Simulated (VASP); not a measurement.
Write the native input for VASP 6.6.1 that does the following.

* Task: single point
* Functional: PBE
* Potentials or basis: VASP PAW PBE potentials, release 64 (Li_sv, S)
* Cutoff: 750 eV
* k mesh: 6 × 6 × 6
* Occupations: gaussian, width 0.01 eV
* Spin: no spin polarisation
* Dipole correction: no
* Further INCAR settings: ALGO = Normal; EDIFF = 1e-06; NBANDS = 13

The structure of Li2S lies in POSCAR:

```
Li2S
1.0
    0.0000000000      2.8452944183      2.8452944183
    2.8452944183      0.0000000000      2.8452944183
    2.8452944183      2.8452944183      0.0000000000
Li S
2 1
Direct
    0.2500000000      0.2500000000      0.2500000000
    0.7500000000      0.7500000000      0.7500000000
    0.0000000000      0.0000000000      0.0000000000
```

These files were run (other wordings do the same):

INCAR

```
PREC     = Accurate       # precision mode
ENCUT    = 750            # plane-wave cutoff, eV
EDIFF    = 1E-6           # SCF threshold, eV
ISMEAR   = 0              # smearing method
SIGMA    = 0.01           # smearing width, eV
LREAL    = False          # projectors in reciprocal space
LASPH    = True           # aspherical terms in the spheres
NELM     = 120            # most SCF steps
ALGO     = Normal         # electronic algorithm
ISIF     = 2              # what is computed and relaxed
LWAVE    = False          # write WAVECAR
LCHARG   = False          # write CHGCAR
GGA      = PE             # functional
NBANDS   = 13             # bands
GGA_COMPAT= False
```

KPOINTS

```
regular mesh
0
Gamma
  6 6 6
```

Potentials or basis: VASP PAW PBE potentials, release 64 (Li_sv, S).

Run with:

```sh
$ cat potpaw_PBE.64/Li_sv/POTCAR potpaw_PBE.64/S/POTCAR > POTCAR
$ mpirun -np 1 vasp_std > vasp.out
```

Results of the run:

```json
{
  "Pressure": "0.2 GPa",
  "Band gap on the k mesh": "3.39 eV (least direct gap 4.29 eV)"
}
```

It took 26 s on 1 thread of AMD EPYC 7R13, with other jobs on the host, peak memory 0.16 GiB.
